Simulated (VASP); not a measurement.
Os:

```
Os
1.0
     2.71575    0.00000    0.00000
    -1.35787    2.35191    0.00000
     0.00000    0.00000    4.29071
Os
2
Direct
  0.66667 0.33333 0.75000
  0.33333 0.66667 0.25000
```

Base run:

```yaml
Program: VASP 6.6.1
Functional: r2SCAN
Dispersion: rVV10
Potentials_or_basis: VASP PAW PBE potentials, release 64 (Os_sv_GW)
Cutoff: 620 eV
k_mesh: 11 × 11 × 6
Occupations: fermi-dirac, width 0.05 eV
Spin: no spin polarisation
```

Its results: band gap on the k mesh zero (bands 16 and 17 overlap by 4.21 eV); pressure 7.2 GPa.

Task: After a change of settings the same cell gave: band gap on the k mesh zero (bands 16 and 17 overlap by 4.20 eV); pressure 5.8 GPa. Which change was it?
A. functional from r2SCAN to BLYP; dispersion from rVV10 to D4; cutoff from 620 eV to 560 eV
B. dispersion from rVV10 to D3(BJ)
C. functional from r2SCAN to SVWN5; dispersion from rVV10 to none; cutoff from 620 eV to 560 eV

Result: B.

Caveats: the cell stands under pressure; the PAW data sets were made with another functional, which shifts forces and pressure a little; spin-orbit coupling is left out, which moves the levels of the heavy elements.
